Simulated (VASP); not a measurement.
# SnSe2 (P-3m1) in VASP: further runs

The runs below take SnSe2 through single point, relaxation of shape and atoms at fixed volume, with PBE, r2SCAN.

Everything below comes from runs of VASP 6.6.1. Logs are shortened: lines on timing, memory, paths and dates and some standing lists are left out, and cuts for length are marked.

### Step 1. The cell of the first run

The structure is trigonal, space group P-3m1 (No. 164). The conventional cell has a = 3.872 Å, b = 3.872 Å, c = 7.684 Å, α = 90.00°, β = 90.00°, γ = 120.00°. Within 3.6 Å of Sn (site symmetry -3m) lie 6 Se at 2.75 Å. Within 3.6 Å of Se (site symmetry 3m) lie 3 Sn at 2.75 Å.

### Step 2. Single point, PBE (33.26 Å³/atom)

File INCAR:

```
SYSTEM = SnSe2
  PREC = Accurate
  ENCUT = 520
  EDIFF = 1E-6
  ISMEAR = 0
  SIGMA = 0.02
  LREAL = .FALSE.
  LASPH = .TRUE.
  NELM = 80
  ALGO = Normal
  ISIF = 2
  LWAVE = .FALSE.
  LCHARG = .FALSE.
  GGA = PE
  NBANDS = 20
```

File KPOINTS:

```
regular mesh
0
G
  12 12 4
  0 0 0
```

File POSCAR:

```
SnSe2
1.0
    3.8724207781      0.0000000000      0.0000000000
   -1.9362103891      3.3536147679      0.0000000000
    0.0000000000      0.0000000000      7.6842105537
Sn Se
1 2
Direct
    0.0000000000      0.0000000000      0.0000000000
    0.3333333333      0.6666666667      0.2074589484
    0.6666666667      0.3333333333      0.7925410516
```

Potentials or basis: VASP PAW PBE potentials, release 64 (Sn_d, Se).

The run is started by

```
$ cat potpaw_PBE.64/Sn_d/POTCAR potpaw_PBE.64/Se/POTCAR > POTCAR
$ mpirun -np 1 vasp_std > vasp.out
```

OUTCAR:

```text
SYSTEM = SnSe2
   PREC = Accurate
   ENCUT = 520
   EDIFF = 1E-6
   ISMEAR = 0
   LREAL = .FALSE.
   LASPH = .TRUE.
   NELM = 80
   ISIF = 2
   GGA = PE

 ion  position               nearest neighbor table
   1  0.000  0.000  0.000-   2 2.75   3 2.75   2 2.75   3 2.75   3 2.75   2 2.75
   2  0.333  0.667  0.207-   1 2.75   1 2.75   1 2.75
   3  0.667  0.333  0.793-   1 2.75   1 2.75   1 2.75

  LATTYP: Found a hexagonal cell.
 ALAT       =     3.8724207781
 C/A-ratio  =     1.9843428682

  Lattice vectors:

 A1 = (   3.8724207781,   0.0000000000,   0.0000000000)
 A2 = (  -1.9362103891,   3.3536147679,   0.0000000000)
 A3 = (   0.0000000000,   0.0000000000,   7.6842105537)

Analysis of symmetry for initial positions (statically):
=====================================================================
 Subroutine PRICEL returns:
 Original cell was already a primitive cell.

 Routine SETGRP: Setting up the symmetry group for a
 hexagonal supercell.

 Subroutine GETGRP returns: Found 12 space group operations
 (whereof 12 operations were pure point group operations)
 out of a pool of 24 trial point group operations.

The static configuration has the point symmetry D_3d.

Analysis of symmetry for dynamics (positions and initial velocities):
=====================================================================
 Subroutine PRICEL returns:
 Original cell was already a primitive cell.

 Routine SETGRP: Setting up the symmetry group for a
 hexagonal supercell.

 Subroutine GETGRP returns: Found 12 space group operations
 (whereof 12 operations were pure point group operations)
 out of a pool of 24 trial point group operations.

The dynamic configuration has the point symmetry D_3d.

 Subroutine INISYM returns: Found 12 space group operations
 (whereof 12 operations are pure point group operations),
 and found     1 'primitive' translations

----------------------------------------------------------------------------------------

                                     Primitive cell

  volume of cell :      99.7918

  direct lattice vectors                    reciprocal lattice vectors
     3.872420778  0.000000000  0.000000000     0.258236400  0.149092855  0.000000000
    -1.936210389  3.353614768  0.000000000     0.000000000  0.298185710  0.000000000
     0.000000000  0.000000000  7.684210554     0.000000000  0.000000000  0.130136986

  length of vectors
     3.872420778  3.872420778  7.684210554     0.298185710  0.298185710  0.130136986

  position of ions in fractional coordinates (direct lattice)
     0.000000000  0.000000000  0.000000000
     0.333333333  0.666666667  0.207458948
     0.666666667  0.333333333  0.792541052

  ion indices of the primitive-cell ions
   primitive index   ion index
                 1           1
                 2           2
                 3           3

----------------------------------------------------------------------------------------

 KPOINTS: regular mesh

Automatic generation of k-mesh.
 Grid dimensions read from file:
 generate k-points for:   12   12    4

 Generating k-lattice:

  Cartesian coordinates                     Fractional coordinates (reciprocal lattice)
     0.021519700  0.012424405  0.000000000     0.083333333  0.000000000  0.000000000
     0.000000000  0.024848809  0.000000000     0.000000000  0.083333333  0.000000000
     0.000000000  0.000000000  0.032534246     0.000000000  0.000000000  0.250000000

  Length of vectors
     0.024848809  0.024848809  0.032534246

  Shift w.r.t. Gamma in fractional coordinates (k-lattice)
     0.000000000  0.000000000  0.000000000

 Subroutine IBZKPT returns following result:
 ===========================================

 Found     69 irreducible k-points:

 Following reciprocal coordinates:
            Coordinates               Weight
  0.000000  0.000000  0.000000      1.000000
  0.083333  0.000000  0.000000      6.000000
  0.166667  0.000000  0.000000      6.000000
  0.250000  0.000000  0.000000      6.000000
  0.333333  0.000000  0.000000      6.000000
  0.416667  0.000000  0.000000      6.000000
[... 16 lines left out ...]
  0.166667  0.000000  0.250000      6.000000
  0.000000  0.166667  0.250000      6.000000
 [... further k-points ...]
   k-points           NKPTS =     69   k-points in BZ     NKDIM =     69   number of bands    NBANDS=     20
   number of dos      NEDOS =    301   number of ions     NIONS =      3
   total plane-waves  NPLWV =  54000
   dimension x,y,z NGX =    30 NGY =   30 NGZ =   60
   dimension x,y,z NGXF=    60 NGYF=   60 NGZF=  120
   ions per type =               1   2
   NGX,Y,Z   is equivalent  to a cutoff of  12.88, 12.88, 12.98 a.u.
   NGXF,Y,Z  is equivalent  to a cutoff of  25.76, 25.76, 25.96 a.u.
 SYSTEM =  SnSe2
   PREC   = accura    normal or accurate (medium, high low for compatibility)
   ISTART =      0    job   : 0-new  1-cont  2-samecut
   ICHARG =      2    charge: 1-file 2-atom 10-const
   ISPIN  =      1    spin polarized calculation?
   LNONCOLLINEAR =      F non collinear calculations
   LSORBIT =      F    spin-orbit coupling
   LASPH  =      T    aspherical Exc in radial PAW
   ENCUT  =  520.0 eV  38.22 Ry    6.18 a.u.   7.20  7.20 14.29*2*pi/ulx,y,z
   NELM   =     80;   NELMIN=  2; NELMDL= -5     # of ELM steps
   EDIFF  = 0.1E-05   stopping-criterion for ELM
   LREAL  =      F    real-space projection
   EDIFFG = 0.1E-04   stopping-criterion for IOM
   NSW    =      0    number of steps for IOM
   IBRION =     -1    ionic relax: 0-MD 1-quasi-New 2-CG
   NFREE  =      0    steps in history (QN), initial steepest desc. (CG)
   ISIF   =      2    stress and relaxation
   ISYM   =      2    0-nonsym 1-usesym 2-fastsym
   POTIM  = 0.5000    time-step for ionic-motion
   TEBEG  =    0.0;   TEEND  =   0.0 temperature during run
   PSTRESS=    0.0 pullay stress
   NELECT =      26.0000    total number of electrons
   NUPDOWN=      -1.0000    fix difference up-down
   EMIN   =  10.00;   EMAX   =-10.00  energy-range for DOS
   EFERMI =   0.00;   METHOD = LEGACY
   ISMEAR =     0;   SIGMA  =   0.02  broadening in eV -4-tet -1-fermi 0-gaus
   EFERMI_NEDOS =   21; number of points for ismear=-14 and -15
   IALGO  =     38    algorithm
   IMIX   =      4    mixing-type and parameters
     AMIX     =   0.40;   BMIX     =  1.00
     AMIX_MAG =   1.60;   BMIX_MAG =  1.00
  volume/ion in A,a.u.               =      33.26       224.48
  Fermi-wavevector in a.u.,A,eV,Ry     =   1.045605  1.975907 14.875109  1.093290
  Thomas-Fermi vector in A             =   2.180408
   LORBIT       =      0    0 simple, 1 ext, 2 COOP (PROOUT), +10 PAW based schemes
   GGA     = PE    functional components
   LHFCALC =     F    Hartree Fock is set to
   AEXX    =    0.0000 exact exchange contribution
   IVDW    =     0    specifies the selected vdW correction
   LEPSILON=     F    determine dielectric tensor
   LRPA    =     F    only Hartree local field effects (RPA)
 non-spin polarized calculation
 Gauss-broadening in eV      SIGMA  =   0.02
  energy-cutoff  :      520.00
  volume of cell :       99.79
 maximum number of plane-waves:      2705
 NGX is ok and might be reduce to    30
   NGX = 15   NGY = 15   NGZ = 29

 number of electron      25.9999998 magnetization

 Free energy of the ion-electron system (eV)
  ---------------------------------------------------
  ext. energy  EPLUGINS =         0.00000000
  ---------------------------------------------------
  free energy    TOTEN  =       -11.87146287 eV

  energy without entropy =      -11.87146287  energy(sigma->0) =      -11.87146287

 E-fermi :   1.9283     XC(G=0):  -8.0222

 val. band max:        1.7472224480   @ k =   0.1667   0.0000   0.0000
 cond. band min:       2.4940260442   @ k =   0.5000   0.0000   0.5000
 fundamental gap:      0.7468035961
 Fermi energy:         1.9283464748

 k-point     1 :       0.0000    0.0000    0.0000
  band No.  band energies     occupation
      1     -19.3561      2.00000
      2     -19.3561      2.00000
      3     -19.3236      2.00000
      4     -19.3146      2.00000
      5     -19.3146      2.00000
      6     -11.5690      2.00000
[... 12 lines left out ...]
     19      10.4816      0.00000
     20      10.6060      0.00000

 k-point     2 :       0.0833    0.0000    0.0000
  band No.  band energies     occupation
      1     -19.3583      2.00000
      2     -19.3538      2.00000
      3     -19.3220      2.00000
      4     -19.3161      2.00000
      5     -19.3145      2.00000
      6     -11.5060      2.00000
[... 12 lines left out ...]
     19       9.9256      0.00000
     20      10.5207      0.00000

 k-point     3 :       0.1667    0.0000    0.0000
  band No.  band energies     occupation
      1     -19.3652      2.00000
      2     -19.3480      2.00000
      3     -19.3211      2.00000
      4     -19.3163      2.00000
      5     -19.3137      2.00000
      6     -11.3217      2.00000
[... 12 lines left out ...]
     19       9.2756      0.00000
     20      10.4202      0.00000

 k-point     4 :       0.2500    0.0000    0.0000
  band No.  band energies     occupation
      1     -19.3755      2.00000
      2     -19.3417      2.00000
      3     -19.3259      2.00000
      4     -19.3109      2.00000
      5     -19.3094      2.00000
      6     -11.0333      2.00000
[... 12 lines left out ...]
     19       9.4396      0.00000
     20      10.3634      0.00000

 k-point     5 :       0.3333    0.0000    0.0000
  band No.  band energies     occupation
      1     -19.3867      2.00000
      2     -19.3379      2.00000
      3     -19.3303      2.00000
      4     -19.3057      2.00000
      5     -19.3021      2.00000
      6     -10.6777      2.00000
[... 12 lines left out ...]
     19       9.4295      0.00000
     20      10.9147      0.00000
[... 353 lines left out ...]
      6     -11.5007      2.00000
[... 12 lines left out ...]
     19       9.9068      0.00000
     20      10.4969      0.00000

 k-point    22 :       0.0000    0.0833    0.2500
  band No.  band energies     occupation
      1     -19.3583      2.00000
      2     -19.3538      2.00000
      3     -19.3220      2.00000
      4     -19.3161      2.00000
      5     -19.3145      2.00000
      6     -11.5007      2.00000
[... 12 lines left out ...]
     19      10.0329      0.00000
     20      10.3872      0.00000

 k-point    23 :       0.1667    0.0000    0.2500
  band No.  band energies     occupation
      1     -19.3651      2.00000
      2     -19.3480      2.00000
      3     -19.3211      2.00000
      4     -19.3163      2.00000
      5     -19.3137      2.00000
      6     -11.3165      2.00000
[... 12 lines left out ...]
     19       9.3226      0.00000
     20      10.5359      0.00000

 k-point    24 :       0.0000    0.1667    0.2500
  band No.  band energies     occupation
      1     -19.3652      2.00000
      2     -19.3480      2.00000
      3     -19.3211      2.00000
      4     -19.3163      2.00000
      5     -19.3137      2.00000
      6     -11.3165      2.00000
[... 12 lines left out ...]
     19       9.4976      0.00000
     20      10.2933      0.00000

 [... further k-points ...]
[... 5 lines left out ...]
  --------------------------------------------------------------------------------------
  -------------------------------------------------------------------------------------
  Total       -0.0289314     -0.0289314     -0.0042268      0.0000000     -0.0000000      0.0000000
  in kB       -0.4644999     -0.4644999     -0.0678618      0.0000000     -0.0000000      0.0000000
  external PRESSURE =      -0.3322872 kB  Pullay stress =       0.0000000 kB

 VOLUME and BASIS-vectors are now :
 -----------------------------------------------------------------------------
  energy-cutoff  :      520.00
  volume of cell :       99.79
      direct lattice vectors                 reciprocal lattice vectors
     3.872420778  0.000000000  0.000000000     0.258236400  0.149092855  0.000000000
    -1.936210389  3.353614768  0.000000000     0.000000000  0.298185710  0.000000000
     0.000000000  0.000000000  7.684210554     0.000000000  0.000000000  0.130136986

 POSITION                                       TOTAL-FORCE (eV/Angst)
 -----------------------------------------------------------------------------------
      0.00000      0.00000      0.00000        -0.000000      0.000000      0.000000
     -0.00000      2.23574      1.59416        -0.000000     -0.000000      0.015815
      1.93621      1.11787      6.09005         0.000000      0.000000     -0.015815
 -----------------------------------------------------------------------------------
    total drift:                                0.000000      0.000000      0.000000

  FREE ENERGIE OF THE ION-ELECTRON SYSTEM (eV)
  ---------------------------------------------------
  free  energy   TOTEN  =       -11.8714628652 eV

  energy  without entropy=      -11.8714628652  energy(sigma->0) =      -11.87146287
```

It took 1.7 min on 1 thread of Intel Xeon 6975P-C, shared host; peak memory 0.3 GiB.

What came out:

- Free energy: -11.8715 eV
- Pressure: 0.0 GPa
- Largest force: 0.016 eV/Å
- Band gap on the k mesh: 0.75 eV (least direct gap 1.07 eV)

Forces on the atoms (eV/Å):
```
Sn   0.000  0.000  0.000
Se   0.000  0.000  0.016
Se   0.000  0.000 -0.016
```

Caveat: semilocal functionals underestimate gaps, and a narrow one can read as zero; spin-orbit coupling is left out, which moves the levels of the heavy elements; this functional lacks dispersion, which binds layers or chains, so the pressure and a relaxed spacing across them are unreliable. A k mesh can miss the band edges.

### Step 3. Single point, r2SCAN

This run uses another cell than the first one, of 30.24 Å³/atom.

File POSCAR:

```
SnSe2
1.0
    3.8717475320      0.0000000000      0.0000000000
   -1.9358737660      3.3530317198      0.0000000000
    0.0000000000      0.0000000000      6.9880755932
Sn Se
1 2
Direct
    0.0000000000      0.0000000000      0.0000000000
    0.3333333333      0.6666666667      0.2281475590
    0.6666666667      0.3333333333      0.7718524410
```

File INCAR.step1:

```
PREC = Accurate
ENCUT = 520
ISMEAR = 0
SIGMA = 0.02
LREAL = F
LASPH = T
NELM = 60
NBANDS = 20
GGA = PE
ALGO = Normal
EDIFF = 1E-4
LWAVE = T
LCHARG = F
```

File INCAR.step2:

```
PREC = Accurate
ENCUT = 520
EDIFF = 1E-6
ISMEAR = 0
SIGMA = 0.02
LREAL = F
LASPH = T
NELM = 60
ALGO = Normal
ISIF = 2
LWAVE = F
LCHARG = F
METAGGA = R2SCAN
LMIXTAU = T
NBANDS = 20
ISTART = 1
```

File KPOINTS:

```
Automatic mesh
0
Gamma
  12 12 4
```

Potentials or basis: VASP PAW PBE potentials, release 64 (Sn_d, Se).

The run is started by

```
$ cat potpaw_PBE.64/Sn_d/POTCAR potpaw_PBE.64/Se/POTCAR > POTCAR
$ cp INCAR.step1 INCAR
$ mpirun -np 1 vasp_std > vasp.out
$ cp INCAR.step2 INCAR
$ mpirun -np 1 vasp_std > vasp.out
```

It took 5.8 min on 1 thread of Intel Xeon 6975P-C, shared host; peak memory 0.3 GiB.

It converged, with:

```yaml
Free_energy: -54.6160 eV
Pressure: -1.8 GPa
Largest_force: 0.257 eV/Å
Band_gap_on_the_k_mesh: 0.98 eV (least direct gap 1.36 eV)
```

Forces in eV/Å, atoms in the order of the input:
```
Sn   0.000  0.000  0.000
Se   0.000  0.000 -0.257
Se   0.000  0.000  0.257
```

Stress tensor (GPa, compression positive):
```
-1.66  0.00  0.00
 0.00 -1.66  0.00
 0.00  0.00 -1.95
```

Levels at points of the mesh, in eV from the valence-band top:
| k point | band 11 | band 12 | band 13 | band 14 | band 15 | band 16 |
| --- | --- | --- | --- | --- | --- | --- |
| (0.00, 0.00, 0.00) | -0.48 | -0.12 | -0.12 | 1.48 | 3.61 | 5.00 |
| (0.50, 0.00, 0.00) | -2.25 | -0.78 | -0.28 | 1.19 | 4.39 | 6.02 |
| (0.00, 0.00, 0.50) | -0.51 | -0.08 | -0.08 | 2.35 | 3.54 | 4.92 |
| (0.50, 0.00, 0.50) | -2.06 | -0.64 | -0.38 | 0.98 | 4.70 | 5.36 |

Caveat: the PAW data sets were made with another functional, which shifts forces and pressure a little; spin-orbit coupling is left out, which moves the levels of the heavy elements. A k mesh can miss the band edges.

### Step 4. Relaxation of shape and atoms at fixed volume, PBE (26.61 Å³/atom)

This run uses another cell than the first one, of 26.61 Å³/atom.

File INCAR:

```
SYSTEM = SnSe2
PREC = Accurate ; ENCUT = 600
EDIFF = 1E-7 ; ISMEAR = 0
SIGMA = 0.02 ; LREAL = .False.
LASPH = .True. ; NELM = 80
ALGO = Normal ; ISIF = 4
LWAVE = .False. ; LCHARG = .False.
GGA = PE ; IBRION = 2
NSW = 50 ; EDIFFG = -0.01
```

File KPOINTS:

```
regular mesh
0
Gamma
  12 12 4
  0 0 0
```

File POSCAR:

```
SnSe2
1.0
    3.8145682081      0.0000000000      0.0000000000
   -1.9072841041      3.3035129727      0.0000000000
    0.0000000000      0.0000000000      6.3352470746
Sn Se
1 2
Direct
    0.0000000000      0.0000000000      0.0000000000
    0.3333333333      0.6666666667      0.2492177531
    0.6666666667      0.3333333333      0.7507822469
```

The run is started by

```
$ cat potpaw_PBE.64/Sn_d/POTCAR potpaw_PBE.64/Se/POTCAR > POTCAR
$ mpirun -np 1 vasp_std > vasp.out
```

It took 6.2 min on 1 thread of Intel Xeon 6975P-C, shared host; peak memory 0.3 GiB.

Results (log left out):

* Free energy: -11.8429 eV
* Energy gained by relaxing: 5.1 meV/atom
* Ionic steps: 6
* Pressure after relaxing: 1.4 GPa
* Largest force after relaxing: 0.004 eV/Å
* Band gap on the k mesh: 0.65 eV (least direct gap 0.97 eV)

Forces in eV/Å, atoms in the order of the input:
```
Sn   0.000  0.000  0.000
Se   0.000  0.000  0.004
Se   0.000  0.000 -0.004
```

Step by step:
| step | energy change (eV) | largest force (eV/Å) | pressure (GPa) | volume (Å³) |
| --- | --- | --- | --- | --- |
| 1 | 0.0000 | 0.2984 | 3.04 | 79.83 |
| 2 | -0.0068 | 0.1645 | 2.53 | 79.83 |
| 3 | -0.0086 | 0.1495 | 1.33 | 79.83 |
| 4 | -0.0104 | 0.0243 | 1.80 | 79.83 |
| 5 | -0.0140 | 0.0095 | 1.57 | 79.83 |
| 6 | -0.0152 | 0.0038 | 1.36 | 79.83 |

Final structure:
```xyz
3
Lattice="3.8528 0.0000 0.0000 -1.9264 3.3366 0.0000 0.0000 0.0000 6.2102" Properties=species:S:1:pos:R:3 pbc="T T T"
Sn   -1.9264    3.3366    0.0000
Se    0.0000    2.2244    1.5955
Se    1.9264    1.1122    4.6147
```

Levels at points of the mesh, in eV from the valence-band top:
| k point | band 11 | band 12 | band 13 | band 14 | band 15 | band 16 |
| --- | --- | --- | --- | --- | --- | --- |
| (0.00, 0.00, 0.00) | -0.35 | -0.35 | -0.14 | 0.83 | 3.02 | 4.56 |
| (0.50, 0.00, 0.00) | -2.44 | -1.34 | -0.29 | 1.10 | 3.65 | 5.14 |
| (0.00, 0.00, 0.50) | -0.70 | -0.17 | -0.17 | 2.34 | 2.90 | 4.29 |
| (0.50, 0.00, 0.50) | -1.98 | -0.88 | -0.73 | 0.65 | 4.07 | 4.65 |

Caveat: semilocal functionals underestimate gaps, and a narrow one can read as zero; spin-orbit coupling is left out, which moves the levels of the heavy elements; this functional lacks dispersion, which binds layers or chains, so the pressure and a relaxed spacing across them are unreliable. A k mesh can miss the band edges.

(Part 1 of 2 ends here.)
